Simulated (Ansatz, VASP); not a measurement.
KBr: VASP beside Ansatz

The input POSCAR:

```
KBr
1.0
    5.7283087387      0.0000000000      0.0000000000
   -2.8641543693      4.9608608884      0.0000000000
    0.0000000000      0.0000000000      6.6821303018
K Br
2 2
Direct
    0.3333333333      0.6666666667      0.2500000000
    0.6666666667      0.3333333333      0.7500000000
    0.6666666667      0.3333333333      0.2500000000
    0.3333333333      0.6666666667      0.7500000000
```

File INCAR.step1:

```
PREC = Accurate
ENCUT = 520
ISMEAR = 0
SIGMA = 0.01
LREAL = False
LASPH = True
NELM = 80
NBANDS = 24
GGA = PE
ALGO = Normal
EDIFF = 1E-4
LWAVE = True
LCHARG = False
```

File INCAR.step2:

```
PREC = Accurate
ENCUT = 520
EDIFF = 1E-6
ISMEAR = 0
SIGMA = 0.01
LREAL = False
LASPH = True
NELM = 80
ALGO = Normal
ISIF = 2
LWAVE = False
LCHARG = False
METAGGA = R2SCAN
LMIXTAU = True
NBANDS = 24
ISTART = 1
```

Contents of KPOINTS:

```
regular mesh
0
Gamma
  6 6 4
```

Input for Ansatz:

```yaml
crystal:
  lattice:
    - [5.7283087387, 0.0, 0.0]
    - [-2.8641543693, 4.9608608884, 0.0]
    - [0.0, 0.0, 6.6821303018]
  atoms:
    - { symbol: K, position: [0.3333333333, 0.6666666667, 0.25] }
    - { symbol: K, position: [0.6666666667, 0.3333333333, 0.75] }
    - { symbol: Br, position: [0.6666666667, 0.3333333333, 0.25] }
    - { symbol: Br, position: [0.3333333333, 0.6666666667, 0.75] }
kpoints:
  mp_grid: { grid: [6, 6, 4] }
hamiltonian:
  xc: r2scan
scf:
  occupations: { method: fixed }
  n_extra_bands: 5
output:
  forces: true
  stress: true
  eigenvalues: true
```

Alike in both runs: task single point; functional r2SCAN; k mesh 6 × 6 × 4; no spin polarisation.

|  | VASP | Ansatz |
| --- | --- | --- |
| version | VASP 6.6.1 | Ansatz 0.2.0 |
| potentials or method | VASP PAW PBE potentials, release 64 (K_sv, Br) | plane waves, PAW |
| plane-wave cutoff (eV) | 520 | 500 |
| occupations | gaussian, width 0.01 eV | fixed |
| valence electrons in the cell | 32 | 32 |

```tsv
	VASP	Ansatz	Ansatz less VASP
gap on the k mesh at the Fermi level (eV)	4.69	4.69	-0.001
pressure (GPa)	-0.6	-0.6	+0.01
traceless stress, the component that is largest in VASP (GPa)	-0.09	-0.09	-0.001
```

VASP's potentials were made for PBE, not for r2SCAN.
